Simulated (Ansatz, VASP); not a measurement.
# SnO in VASP and in Ansatz

The input INCAR:

```
SYSTEM = SnO
  PREC = Accurate
  ENCUT = 520
  EDIFF = 1E-6
  ISMEAR = 0
  SIGMA = 0.05
  LREAL = .FALSE.
  LASPH = .TRUE.
  NELM = 80
  ALGO = Normal
  ISIF = 2
  LWAVE = .FALSE.
  LCHARG = .FALSE.
  GGA = PS
  NBANDS = 28
```

Contents of KPOINTS:

```
regular mesh
0
G
  8 6 6
  0 0 0
```

The input POSCAR:

```
SnO
1.0
    3.4917702208      0.0804322825     -0.0532063865
    0.1360299421      5.3239080556     -0.0446485267
   -0.0669554196     -0.0332219396      3.9862750808
Sn O
2 2
Direct
    0.0009847205      0.2310928173      0.5096878104
    0.4699251974      0.7601359273      0.0141900323
    0.0237450187      0.9002488736      0.7390723372
    0.5053450633      0.1085223818      0.2370518201
```

Input for Ansatz:

```yaml
crystal:
  lattice:
    - [3.4917702208, 0.0804322825, -0.0532063865]
    - [0.1360299421, 5.3239080556, -0.0446485267]
    - [-0.0669554196, -0.0332219396, 3.9862750808]
  atoms:
    - { symbol: Sn, position: [0.0009847205, 0.2310928173, 0.5096878104] }
    - { symbol: Sn, position: [0.4699251974, 0.7601359273, 0.0141900323] }
    - { symbol: O, position: [0.0237450187, 0.9002488736, 0.7390723372] }
    - { symbol: O, position: [0.5053450633, 0.1085223818, 0.2370518201] }
basis:
  ecutwfc: 420
kpoints:
  mp_grid: { grid: [8, 6, 6] }
hamiltonian:
  xc: pbesol
scf:
  occupations: { method: gaussian, width: 0.05 }
output:
  forces: true
  stress: true
  eigenvalues: true
```

Change from the starting cell: all atoms moved at random (sigma 0.06 Å a component), cell strained at random (sigma 0.05).

Alike in both runs: task single point; functional PBEsol; k mesh 8 × 6 × 6; occupations gaussian, width 0.05 eV; no spin polarisation.

|  | VASP | Ansatz |
| --- | --- | --- |
| version | VASP 6.6.1 | Ansatz 0.2.0 |
| potentials or method | VASP PAW PBE potentials, release 64 (Sn_d, O), cutoff 520 eV | scalar-relativistic, plane waves, PAW |
| valence electrons in the cell | 40 | 40 |

Ansatz gave:

* gap on the k mesh at the Fermi level (eV): 0.92
* least direct gap on the mesh (eV): 1.93
* pressure (GPa): 4.3
* traceless stress, the component that is largest in VASP (GPa): 4.99
* rms of the force components (eV/Å): 0.755

Question: Which values does VASP return?

Answer: gap on the k mesh at the Fermi level (eV): 0.90; least direct gap on the mesh (eV): 1.92; pressure (GPa): 4.5; traceless stress, the component that is largest in VASP (GPa): 5.10; rms of the force components (eV/Å): 0.790.

VASP's potentials were made for PBE, not for PBEsol. Atom by atom the forces differ by 0.041 eV/Å (rms over components).
